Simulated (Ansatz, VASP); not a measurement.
Te2Mo in VASP and in Ansatz

```
CELL_PARAMETERS angstrom
3.50388 0.00000 0.00000
-1.75194 3.03445 0.00000
0.00000 0.00000 24.76772
ATOMIC_POSITIONS crystal
Te 0.33333 0.66667 0.18169
Te 0.33333 0.66667 0.32841
Te 0.33333 0.00000 0.46891
Te 0.33333 0.00000 0.61563
Mo 0.66667 0.33333 0.25505
Mo 0.00000 0.33333 0.54227
```

Alike in both runs: task single point; functional PBE; dispersion D3(BJ); k mesh 9 × 9 × 1; occupations gaussian, width 0.05 eV; no spin polarisation.

```csv
,VASP,Ansatz
version,VASP 6.6.1,Ansatz 0.2.0
potentials or method,"VASP PAW PBE potentials, release 64 (Te, Mo_sv), cutoff 520 eV","scalar-relativistic, plane waves, PAW"
valence electrons in the cell,52,92
```

```csv
,VASP,Ansatz,Ansatz less VASP
gap on the k mesh at the Fermi level (eV),1.07,1.07,-0.004
least direct gap on the mesh (eV),1.15,1.15,0.000
rms of the force components (eV/Å),0.044,0.047,+0.0031
```

VASP's potentials hold 52 valence electrons a cell and Ansatz's 92, so a difference there can come from the potentials and not from the codes.

Neither program's run includes spin-orbit coupling.
